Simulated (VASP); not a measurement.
# Be (Pm-3m) in VASP: further runs, part 2 of 3

VASP 6.6.1. The steps go on from the part before.

### Step 4. Single point, revPBE (10.07 Å³/atom)

This run uses another cell than the first one, of 10.07 Å³/atom.

The input, INCAR:

```
PREC = Accurate
ENCUT = 520
EDIFF = 1E-7
ISMEAR = -1
SIGMA = 0.1
LREAL = F
LASPH = T
NELM = 100
ALGO = Normal
ISIF = 2
LWAVE = F
LCHARG = T
GGA = RE
LELF = T
LVHAR = T
NBANDS = 7
```

The input, KPOINTS:

```
Automatic mesh
0
Gamma
  16 16 16
```

The input, POSCAR:

```
Be
1.0
    2.1594976142      0.0000000000      0.0000000000
    0.0000000000      2.1594976142      0.0000000000
    0.0000000000      0.0000000000      2.1594976142
Be
1
Direct
    0.0000000000      0.0000000000      0.0000000000
```

Potentials or basis: VASP PAW PBE potentials, release 64 (Be).

Launch:

```console
cat potpaw_PBE.64/Be/POTCAR > POTCAR
mpirun -np 1 vasp_std > vasp.out
```

OUTCAR:

```text
PREC = Accurate
   ENCUT = 520
   EDIFF = 1E-7
   ISMEAR = -1
   LREAL = F
   LASPH = T
   NELM = 100
   ISIF = 2
   GGA = RE

 ion  position               nearest neighbor table
   1  0.000  0.000  0.000-

  LATTYP: Found a simple cubic cell.
 ALAT       =     2.1594976142

  Lattice vectors:

 A1 = (   2.1594976142,   0.0000000000,   0.0000000000)
 A2 = (   0.0000000000,   2.1594976142,   0.0000000000)
 A3 = (   0.0000000000,   0.0000000000,   2.1594976142)

Analysis of symmetry for initial positions (statically):
=====================================================================
 Subroutine PRICEL returns:
 Original cell was already a primitive cell.

 Routine SETGRP: Setting up the symmetry group for a
 simple cubic supercell.

 Subroutine GETGRP returns: Found 48 space group operations
 (whereof 48 operations were pure point group operations)
 out of a pool of 48 trial point group operations.

The static configuration has the point symmetry O_h .

Analysis of symmetry for dynamics (positions and initial velocities):
=====================================================================
 Subroutine PRICEL returns:
 Original cell was already a primitive cell.

 Routine SETGRP: Setting up the symmetry group for a
 simple cubic supercell.

 Subroutine GETGRP returns: Found 48 space group operations
 (whereof 48 operations were pure point group operations)
 out of a pool of 48 trial point group operations.

The dynamic configuration has the point symmetry O_h .

 Subroutine INISYM returns: Found 48 space group operations
 (whereof 48 operations are pure point group operations),
 and found     1 'primitive' translations

----------------------------------------------------------------------------------------

                                     Primitive cell

  volume of cell :      10.0707

  direct lattice vectors                    reciprocal lattice vectors
     2.159497614  0.000000000  0.000000000     0.463070667  0.000000000  0.000000000
     0.000000000  2.159497614  0.000000000     0.000000000  0.463070667  0.000000000
     0.000000000  0.000000000  2.159497614     0.000000000  0.000000000  0.463070667

  length of vectors
     2.159497614  2.159497614  2.159497614     0.463070667  0.463070667  0.463070667

  position of ions in fractional coordinates (direct lattice)
     0.000000000  0.000000000  0.000000000

  ion indices of the primitive-cell ions
   primitive index   ion index
                 1           1

----------------------------------------------------------------------------------------

 KPOINTS: Automatic mesh

Automatic generation of k-mesh.
 Grid dimensions read from file:
 generate k-points for:   16   16   16

 Generating k-lattice:

  Cartesian coordinates                     Fractional coordinates (reciprocal lattice)
     0.028941917  0.000000000  0.000000000     0.062500000  0.000000000  0.000000000
     0.000000000  0.028941917  0.000000000     0.000000000  0.062500000  0.000000000
     0.000000000  0.000000000  0.028941917     0.000000000  0.000000000  0.062500000

  Length of vectors
     0.028941917  0.028941917  0.028941917

  Shift w.r.t. Gamma in fractional coordinates (k-lattice)
     0.000000000  0.000000000  0.000000000

 Subroutine IBZKPT returns following result:
 ===========================================

 Found    165 irreducible k-points:

 Following reciprocal coordinates:
            Coordinates               Weight
  0.000000  0.000000  0.000000      1.000000
  0.062500  0.000000  0.000000      6.000000
  0.125000  0.000000  0.000000      6.000000
  0.187500  0.000000  0.000000      6.000000
  0.250000  0.000000  0.000000      6.000000
  0.312500  0.000000  0.000000      6.000000
[... 16 lines left out ...]
  0.437500  0.125000  0.000000     24.000000
  0.500000  0.125000  0.000000     12.000000
 [... further k-points ...]
   k-points           NKPTS =    165   k-points in BZ     NKDIM =    165   number of bands    NBANDS=      7
   number of dos      NEDOS =    301   number of ions     NIONS =      1
   total plane-waves  NPLWV =   4096
   dimension x,y,z NGX =    16 NGY =   16 NGZ =   16
   dimension x,y,z NGXF=    32 NGYF=   32 NGZF=   32
   ions per type =               1
   NGX,Y,Z   is equivalent  to a cutoff of  12.32, 12.32, 12.32 a.u.
   NGXF,Y,Z  is equivalent  to a cutoff of  24.63, 24.63, 24.63 a.u.
 SYSTEM =  unknown system
   PREC   = accura    normal or accurate (medium, high low for compatibility)
   ISTART =      0    job   : 0-new  1-cont  2-samecut
   ICHARG =      2    charge: 1-file 2-atom 10-const
   ISPIN  =      1    spin polarized calculation?
   LNONCOLLINEAR =      F non collinear calculations
   LSORBIT =      F    spin-orbit coupling
   LASPH  =      T    aspherical Exc in radial PAW
   ENCUT  =  520.0 eV  38.22 Ry    6.18 a.u.   4.02  4.02  4.02*2*pi/ulx,y,z
   NELM   =    100;   NELMIN=  2; NELMDL= -5     # of ELM steps
   EDIFF  = 0.1E-06   stopping-criterion for ELM
   LREAL  =      F    real-space projection
   EDIFFG = 0.1E-05   stopping-criterion for IOM
   NSW    =      0    number of steps for IOM
   IBRION =     -1    ionic relax: 0-MD 1-quasi-New 2-CG
   NFREE  =      0    steps in history (QN), initial steepest desc. (CG)
   ISIF   =      2    stress and relaxation
   ISYM   =      2    0-nonsym 1-usesym 2-fastsym
   POTIM  = 0.5000    time-step for ionic-motion
   TEBEG  =    0.0;   TEEND  =   0.0 temperature during run
   PSTRESS=    0.0 pullay stress
   NELECT =       2.0000    total number of electrons
   NUPDOWN=      -1.0000    fix difference up-down
   EMIN   =  10.00;   EMAX   =-10.00  energy-range for DOS
   EFERMI =   0.00;   METHOD = LEGACY
   ISMEAR =    -1;   SIGMA  =   0.10  broadening in eV -4-tet -1-fermi 0-gaus
   EFERMI_NEDOS =   21; number of points for ismear=-14 and -15
   IALGO  =     38    algorithm
   IMIX   =      4    mixing-type and parameters
     AMIX     =   0.40;   BMIX     =  1.00
     AMIX_MAG =   1.60;   BMIX_MAG =  1.00
  volume/ion in A,a.u.               =      10.07        67.96
  Fermi-wavevector in a.u.,A,eV,Ry     =   0.955136  1.804946 12.412401  0.912286
  Thomas-Fermi vector in A             =   2.083947
   LORBIT       =      0    0 simple, 1 ext, 2 COOP (PROOUT), +10 PAW based schemes
   GGA     = RE    functional components
   LHFCALC =     F    Hartree Fock is set to
   AEXX    =    0.0000 exact exchange contribution
   IVDW    =     0    specifies the selected vdW correction
   LEPSILON=     F    determine dielectric tensor
   LRPA    =     F    only Hartree local field effects (RPA)
 non-spin polarized calculation
  energy-cutoff  :      520.00
  volume of cell :       10.07
 maximum number of plane-waves:       286
   NGX =  9   NGY =  9   NGZ =  9

 number of electron       2.0000000 magnetization

 Free energy of the ion-electron system (eV)
  ---------------------------------------------------
  ext. energy  EPLUGINS =         0.00000000
  ---------------------------------------------------
  free energy    TOTEN  =        -2.58143698 eV

  energy without entropy =       -2.56928045  energy(sigma->0) =       -2.57535872

 E-fermi :   4.9787     XC(G=0):  -9.8205

 val. band max:        4.9489928184   @ k =   0.4375   0.1875   0.1250
 cond. band min:       4.9855722223   @ k =   0.4375   0.3750   0.2500
 fundamental gap:      0.0365794039
 Fermi energy:         4.9786668638

 k-point     1 :       0.0000    0.0000    0.0000
  band No.  band energies     occupation
      1      -4.8293      2.00000
      2      18.8237      0.00000
      3      18.8237      0.00000
      4      18.8237      0.00000
      5      24.3248      0.00000
      6      24.3248      0.00000
      7      33.3312      0.00000

 k-point     2 :       0.0625    0.0000    0.0000
  band No.  band energies     occupation
      1      -4.7312      2.00000
      2      17.4301      0.00000
      3      18.9224      0.00000
      4      18.9224      0.00000
      5      24.4451      0.00000
      6      25.8486      0.00000
      7      33.2599      0.00000
[... 201 lines left out ...]
 k-point    23 :       0.4375    0.1250    0.0000
  band No.  band energies     occupation
      1       0.0892      2.00000
      2       4.3014      1.99771
      3      19.7021      0.00000
      4      22.7183      0.00000
      5      25.7602      0.00000
      6      32.1995      0.00000
      7      34.2018      0.00000

 k-point    24 :       0.5000    0.1250    0.0000
  band No.  band energies     occupation
      1       0.7273      2.00000
      2       3.4696      2.00000
      3      20.0807      0.00000
      4      22.9455      0.00000
      5      25.2567      0.00000
      6      33.0633      0.00000
      7      33.3590      0.00000

 [... further k-points ...]
[... 5 lines left out ...]
  --------------------------------------------------------------------------------------
  -------------------------------------------------------------------------------------
  Total        0.2085721      0.2085721      0.2085721     -0.0000000      0.0000000     -0.0000000
  in kB       33.1824638     33.1824638     33.1824638     -0.0000000      0.0000000     -0.0000000
  external PRESSURE =      33.1824638 kB  Pullay stress =       0.0000000 kB

 VOLUME and BASIS-vectors are now :
 -----------------------------------------------------------------------------
  energy-cutoff  :      520.00
  volume of cell :       10.07
      direct lattice vectors                 reciprocal lattice vectors
     2.159497614  0.000000000  0.000000000     0.463070667  0.000000000  0.000000000
     0.000000000  2.159497614  0.000000000     0.000000000  0.463070667  0.000000000
     0.000000000  0.000000000  2.159497614     0.000000000  0.000000000  0.463070667

 POSITION                                       TOTAL-FORCE (eV/Angst)
 -----------------------------------------------------------------------------------
      0.00000      0.00000      0.00000         0.000000      0.000000      0.000000
 -----------------------------------------------------------------------------------
    total drift:                                0.000000     -0.000000     -0.000000

  FREE ENERGIE OF THE ION-ELECTRON SYSTEM (eV)
  ---------------------------------------------------
  free  energy   TOTEN  =        -2.5814369785 eV

  energy  without entropy=       -2.5692804525  energy(sigma->0) =       -2.57535872
```

OSZICAR:

```text
N       E                     dE             d eps       ncg     rms          rms(c)
DAV:   1    -0.163923628454E+01   -0.16392E+01   -0.97716E+02  2436   0.219E+02
DAV:   2    -0.259060406926E+01   -0.95137E+00   -0.91256E+00  3157   0.209E+01
DAV:   3    -0.259291448082E+01   -0.23104E-02   -0.23097E-02  2625   0.916E-01
DAV:   4    -0.259291492342E+01   -0.44260E-06   -0.44205E-06  3374   0.142E-02
DAV:   5    -0.259291492288E+01    0.53829E-09   -0.78786E-10  2646   0.869E-05    0.559E-01
DAV:   6    -0.258471721741E+01    0.81977E-02   -0.10010E-03  2541   0.318E-01    0.341E-01
DAV:   7    -0.258143422131E+01    0.32830E-02   -0.99465E-04  2373   0.331E-01    0.125E-02
DAV:   8    -0.258143582109E+01   -0.15998E-05   -0.20303E-06  2912   0.735E-03    0.359E-03
DAV:   9    -0.258143742949E+01   -0.16084E-05   -0.93217E-07  2779   0.574E-03    0.917E-04
DAV:  10    -0.258143702390E+01    0.40559E-06   -0.29788E-08  1974   0.108E-03    0.155E-04
DAV:  11    -0.258143697852E+01    0.45383E-07   -0.15344E-09  1323   0.222E-04
   1 F= -.25814370E+01 E0= -.25753587E+01  d E =-.121565E-01
```

Run time: 12 s. Hardware: 1 thread of AMD EPYC 7R13, shared host; peak memory 0.08 GiB.

Results:

```
Free energy            : -2.5814 eV
Pressure               : 3.3 GPa
Band gap on the k mesh : zero (bands 1 and 2 overlap by 7.30 eV)
```

Levels at points of the mesh, in eV from the Fermi level:
| k point | band 1 | band 2 | band 3 | band 4 |
| --- | --- | --- | --- | --- |
| (0.00, 0.00, 0.00) | -9.81 | 13.85 | 13.85 | 13.85 |
| (0.50, 0.00, 0.00) | -4.72 | -1.76 | 17.62 | 17.62 |
| (0.50, 0.50, 0.00) | 0.73 | 0.73 | 6.64 | 7.34 |
| (0.50, 0.50, 0.50) | 5.53 | 5.53 | 5.53 | 13.29 |

Caveat: the cell stands under pressure; the PAW data sets were made with another functional, which shifts forces and pressure a little.

(Continued in part 3 of 3.)
